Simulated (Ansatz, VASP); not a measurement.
## One calculation of TiAl, two programs

File POSCAR:

```
TiAl
1.0
    3.0762052759      0.0000000000      0.0000000000
    0.0000000000      3.0762052759      0.0000000000
    0.0000000000      0.0000000000      3.1713456453
Ti Al
1 1
Direct
    0.0000000000      0.0000000000      0.0000000000
    0.5000000000      0.5000000000      0.5000000000
```

The input INCAR.step1:

```
PREC = Accurate
ENCUT = 520
ISMEAR = 0
SIGMA = 0.15
LREAL = F
LASPH = T
NELM = 80
NBANDS = 14
GGA = PE
ALGO = Normal
EDIFF = 1E-4
LWAVE = T
LCHARG = F
```

INCAR.step2

```
PREC = Accurate
ENCUT = 520
EDIFF = 1E-6
ISMEAR = 0
SIGMA = 0.15
LREAL = F
LASPH = T
NELM = 80
ALGO = Normal
ISIF = 2
LWAVE = F
LCHARG = F
METAGGA = R2SCAN
LMIXTAU = T
NBANDS = 14
ISTART = 1
```

Contents of KPOINTS:

```
regular mesh
0
Gamma
  20 20 20
```

Input for Ansatz:

```yaml
crystal:
  lattice:
    - [3.0762052759, 0.0, 0.0]
    - [0.0, 3.0762052759, 0.0]
    - [0.0, 0.0, 3.1713456453]
  atoms:
    - { symbol: Ti, position: [0.0, 0.0, 0.0] }
    - { symbol: Al, position: [0.5, 0.5, 0.5] }
basis:
  ecutwfc: 500
kpoints:
  mp_grid: { grid: [20, 20, 20] }
hamiltonian:
  xc: r2scan
scf:
  occupations: { method: gaussian, width: 0.15 }
output:
  forces: true
  stress: true
  eigenvalues: true
```

Change from the starting cell: strain -0.030 along x and y, +0.000 along z, atoms carried along.

Alike in both runs: task single point; functional r2SCAN; k mesh 20 × 20 × 20; occupations gaussian, width 0.15 eV; no spin polarisation.

|  | VASP | Ansatz |
| --- | --- | --- |
| version | VASP 6.6.1 | Ansatz 0.2.0 |
| potentials or method | VASP PAW PBE potentials, release 64 (Ti_sv, Al), cutoff 520 eV | scalar-relativistic, plane waves, PAW |
| valence electrons in the cell | 15 | 15 |

```tsv
	VASP	Ansatz	Ansatz less VASP
gap on the k mesh at the Fermi level (eV)	none	none	-
pressure (GPa)	8.5	8.4	-0.11
traceless stress, the component that is largest in VASP (GPa)	0.88	0.87	-0.012
```

VASP's potentials were made for PBE, not for r2SCAN. A gap of «none» marks a metal or a gap that the smearing closes. With one functional, cell and mesh, what is left measures potentials, basis and numerics.
